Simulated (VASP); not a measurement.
Input of a VASP 6.6.1 run:

File INCAR:

```
PREC = Accurate
ENCUT = 520
EDIFF = 1E-6
ISMEAR = 0
SIGMA = 0.02
LREAL = Auto
LASPH = True
NELM = 150
ALGO = Normal
ISIF = 2
LWAVE = False
LCHARG = False
ISPIN = 2
MAGMOM = 0 0 0 0 0 0 0 0 0 0 0 0 0 0 0 0 0 0 0 0 0 0 0 0 0 0 0 0 0 0 0 0 0 0 0 0 0 0 0 0 0 0 0 0 0 0 0 0 0 0 0 0 0 0 0 0 0 0 0 0 0 0 0
LORBIT = 11
GGA = PE
IVDW = 12
NBANDS = 172
NELECT = 259.0
```

Contents of KPOINTS:

```
Automatic mesh
0
Gamma
  1 1 1
```

Contents of POSCAR:

```
GaSi62
1.0
   10.8600000000      0.0000000000      0.0000000000
    0.0000000000     10.8600000000      0.0000000000
    0.0000000000      0.0000000000     10.8600000000
Si Ga
62 1
Direct
    0.4988701657      0.0005500921      0.0005542357
    0.6243203499      0.1257687845      0.1246167587
    0.7500217311      0.2505884899      0.0003140884
    0.8771042357      0.3758442910      0.1252882136
    0.7508867403     -0.0007395028      0.2497541436
    0.8753278085      0.1256539595      0.3741052486
   -0.0044628913      0.0014080110     -0.0053946593
    0.1238770718      0.1251465009      0.1244411602
    0.2493546961      0.2510451197      0.0016151934
    0.3754644567      0.3744429098      0.1267575506
    0.4992475138      0.5002898711      0.0016194291
    0.6250305709      0.6265440147      0.1236631676
    0.7482424494      0.7556348987     -0.0062179558
    0.8736059853      0.8763759669      0.1219493554
    0.2514675875      0.0005470534      0.2517032228
    0.3818139042      0.1224631676      0.3808752302
    0.5013289134      0.2488138122      0.2523991713
    0.6274621547      0.3688645488      0.3804919890
    0.7495141805      0.4990351750      0.2512129834
    0.8768604972      0.6253760589      0.3742840700
    0.5091777164     -0.0042851750      0.5084832413
    0.7527773481      0.2405232044      0.5088938306
    0.8751086556      0.3757793738      0.6237308471
    0.8687336096      0.1271444751      0.8674493554
   -0.0007313076      0.5016735727     -0.0006636280
    0.1246907919      0.6252862799      0.1247270718
    0.2488006446      0.7504728361     -0.0004172192
    0.3743049724      0.8730465930      0.1254247698
    0.0015958564      0.2506801105      0.2507293738
    0.1275250460      0.3741150092      0.3761597606
    0.2503399632      0.4997205341      0.2503566298
    0.3758352670      0.6227710866      0.3759135359
    0.4996169429      0.7483658379      0.2504225599
    0.6247651934      0.8741118785      0.3737608656
    0.0002273481      0.0010012891      0.4998018416
    0.1257107735      0.1260996317      0.6238911602
    0.2542481584      0.2486149171      0.5013453039
    0.3825895028      0.3679374770      0.6278716390
    0.5015899632      0.4965104052      0.5011883057
    0.6241507366      0.6248156538      0.6240041436
    0.7496902394      0.7500828729      0.5000589319
    0.8695371087      0.8812373849      0.6236066298
    0.2507410681     -0.0004856354      0.7504068140
    0.3731534991      0.1259627993      0.8767293738
    0.5093860958      0.2410633517      0.7560552486
    0.6246881215      0.3768210866      0.8767719153
    0.7507734807      0.4997579190      0.7505061694
    0.8738002762      0.6272465009      0.8735503683
   -0.0009509208      0.7508724678      0.2479579190
    0.1243947514      0.8733777164      0.3741148250
    0.0013483425      0.4996264273      0.4991401473
    0.1246903315      0.6249602210      0.6246658379
    0.2496942910      0.7483461326      0.4988161142
    0.3734962247      0.8740715470      0.6234964088
    0.0004852670      0.2508560773      0.7485207182
    0.1245832413      0.3759410681      0.8763930018
    0.2522379374      0.4977044199      0.7493076427
    0.3742127993      0.6250102210      0.8765124309
    0.4986930018      0.7494062615      0.7485749540
    0.6220685083      0.8826661142      0.8665959484
   -0.0036477901      0.7542517495      0.7488532228
    0.1236729282      0.8762162983      0.8737769797
    0.6620139042      0.0846341621      0.6685074586
```

Potentials or basis: VASP PAW PBE potentials, release 64 (Si, Ga_d).

Run with:

```sh
$ cat potpaw_PBE.64/Si/POTCAR potpaw_PBE.64/Ga_d/POTCAR > POTCAR
$ mpirun -np 1 vasp_gam > vasp.out
```

Task: Predict the net moment.

Result: 0.00 μB per cell.

Task: Estimate the dispersion energy per atom.

Result: -0.314 eV.

Task: What does it give for the largest force?

Result: 0.362 eV/Å.

Forces on the atoms (eV/Å):
```
Si   0.016  0.011 -0.011
Si  -0.006  0.006  0.006
Si  -0.006 -0.007 -0.007
Si   0.002 -0.007 -0.002
Si  -0.002  0.004  0.012
Si   0.009  0.011 -0.004
Si   0.003 -0.005  0.011
Si   0.004  0.006  0.004
Si   0.000 -0.008  0.008
Si   0.006 -0.003  0.007
Si   0.007  0.000  0.006
Si  -0.007 -0.011  0.010
Si   0.011 -0.017  0.021
Si   0.006 -0.002  0.012
Si   0.005  0.000  0.005
Si   0.011  0.000  0.012
Si   0.007 -0.007  0.018
Si  -0.001 -0.019  0.024
Si   0.006 -0.014  0.010
Si  -0.002  0.001  0.006
Si  -0.002 -0.014  0.022
Si   0.017 -0.019  0.031
Si   0.009  0.007 -0.012
Si   0.004 -0.015  0.018
Si   0.005 -0.005  0.002
Si   0.005 -0.003  0.005
Si   0.002 -0.001 -0.001
Si   0.005 -0.005 -0.002
Si  -0.008 -0.007  0.004
Si   0.000 -0.006  0.000
Si   0.001 -0.004  0.006
Si   0.006 -0.003 -0.001
Si   0.001  0.004  0.003
Si  -0.007 -0.004 -0.001
Si   0.003  0.003 -0.008
Si  -0.005 -0.001  0.003
Si   0.004 -0.005  0.002
Si  -0.003  0.000  0.007
Si   0.004 -0.009  0.004
Si  -0.002 -0.002 -0.001
Si  -0.004 -0.003 -0.007
Si  -0.001 -0.005  0.014
Si  -0.001 -0.003  0.003
Si   0.011  0.003 -0.010
Si  -0.051  0.037  0.013
Si  -0.001 -0.009 -0.007
Si  -0.001 -0.006  0.000
Si   0.003 -0.010 -0.001
Si   0.004 -0.003  0.008
Si   0.000 -0.003  0.008
Si   0.000 -0.006  0.008
Si   0.002  0.003  0.005
Si   0.004 -0.002  0.010
Si   0.001  0.002 -0.008
Si  -0.007 -0.007 -0.005
Si   0.000 -0.009  0.009
Si  -0.003  0.002 -0.009
Si   0.004  0.000  0.010
Si   0.012  0.007 -0.008
Si   0.019 -0.022  0.032
Si  -0.002 -0.004  0.004
Si   0.001  0.002 -0.005
Ga  -0.099  0.186 -0.294
```

Caveat: the k points lie up to 0.58 Å⁻¹ apart; the cell carries a net charge on a neutralising background, which shifts energy and pressure; no moment was typed at the start, so none could form.
